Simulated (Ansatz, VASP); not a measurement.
## In4Sb3As: VASP beside Ansatz

```xyz
8
Lattice="4.6167 0.0000 0.0000 0.0000 4.6167 0.0000 0.0000 0.0000 13.0296" Properties=species:S:1:pos:R:3 pbc="T T T"
In    2.3083    0.0000   11.3447
In    0.0000    2.3083    1.6849
In    2.3083    0.0000    5.0465
In    0.0000    2.3083    7.9831
Sb    0.0000    0.0000    9.6649
Sb    2.3083    2.3083    0.0000
Sb    0.0000    0.0000    3.3647
As    2.3083    2.3083    6.5148
```

Alike in both runs: functional PBE; k mesh 8 × 8 × 4; occupations gaussian, width 0.1 eV; no spin polarisation.

Ansatz relaxed the structure, and its values are those at the end. VASP's run is a single point on that final structure, the one shown.

```csv
,VASP,Ansatz
version,VASP 6.6.1,Ansatz 0.2.0
potentials or method,"VASP PAW PBE potentials, release 64 (In_d, Sb, As), cutoff 520 eV","scalar-relativistic, plane waves, PAW"
valence electrons in the cell,72,112
```

|  | VASP | Ansatz | Ansatz less VASP |
| --- | --- | --- | --- |
| gap on the k mesh at the Fermi level (eV) | none | none | - |
| pressure (GPa) | 0.0 | 0.0 | +0.01 |

A gap of «none» marks a metal or a gap that the smearing closes. VASP's potentials hold 72 valence electrons a cell and Ansatz's 112, so a difference there can come from the potentials and not from the codes.

Spin-orbit coupling is off throughout.
